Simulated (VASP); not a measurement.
Set up this calculation in VASP 6.6.1, as the native input.

```
Task                   : single point
Functional             : PBE
Potentials or basis    : VASP PAW PBE potentials, release 64 (W_sv)
Cutoff                 : 520 eV
k mesh                 : 18 × 18 × 18
Occupations            : gaussian, width 0.1 eV
Spin                   : no spin polarisation
Dipole correction      : no
Further INCAR settings : ALGO = Normal; EDIFF = 1e-07; NBANDS = 13
```

The structure of W lies in POSCAR:

```
W
1.0
   -1.5917776932      1.5917776932      1.5917776932
    1.5917776932     -1.5917776932      1.5917776932
    1.5917776932      1.5917776932     -1.5917776932
W
1
Direct
    0.0000000000      0.0000000000      0.0000000000
```

These files were run (other wordings do the same):

INCAR

```
SYSTEM = W
PREC = Accurate
ENCUT = 520
EDIFF = 1E-7
ISMEAR = 0
SIGMA = 0.1
LREAL = .False.
LASPH = .True.
NELM = 60
ALGO = Normal
ISIF = 2
LWAVE = .False.
LCHARG = .True.
GGA = PE
LELF = .True.
LVHAR = .True.
NBANDS = 13
```

KPOINTS

```
regular mesh
0
Gamma
  18 18 18
  0 0 0
```

Potentials or basis: VASP PAW PBE potentials, release 64 (W_sv).

The run is started by

```sh
$ cat potpaw_PBE.64/W_sv/POTCAR > POTCAR
$ mpirun -np 1 vasp_std > vasp.out
```

Results of the run:

The pressure is 0.5 GPa and the band gap on the k mesh is zero (band 7 reaches 16.23 eV, above the bottom of band 8 at 9.99 eV).

Caveat: spin-orbit coupling is left out, which moves the levels of the heavy elements.

It took 24 s on 1 thread of Intel(R) Xeon(R) Platinum 8259CL CPU @ 2.50GHz (Skylake/Cascade Lake) (shared host), peak memory 0.17 GiB.
